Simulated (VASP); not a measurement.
The system is ZrSi3.

```
CELL_PARAMETERS angstrom
3.98994 0.00000 0.00000
0.00000 3.98994 0.00000
0.00000 0.00000 3.98994
ATOMIC_POSITIONS crystal
Zr 0.00000 0.00000 0.00000
Si 0.00000 0.50000 0.50000
Si 0.50000 0.50000 0.00000
Si 0.50000 0.00000 0.50000
```

Program: VASP 6.6.1. Alike in all runs: task single point; no spin polarisation; cell as given; cutoff (eV) 520; smearing gaussian 0.05 eV.

Order these runs on this cell by their pressure, lowest first.
A. level PBEsol; potentials or basis VASP PAW PBE potentials, release 64 (Zr_sv, Si); k mesh 8 × 8 × 8
B. level LDA; potentials or basis VASP PAW LDA potentials, release 64 (Zr_sv, Si); k mesh 8 × 8 × 8
C. level PBE; potentials or basis VASP PAW PBE potentials, release 64 (Zr_sv, Si); k mesh 8 × 8 × 8, shifted

B (-5.3 GPa), A (-3.3 GPa), C (-0.2 GPa).

Caveats: the cell stands under tension (at least some runs); the PAW data sets were made with another functional, which shifts forces and pressure a little (at least some runs).
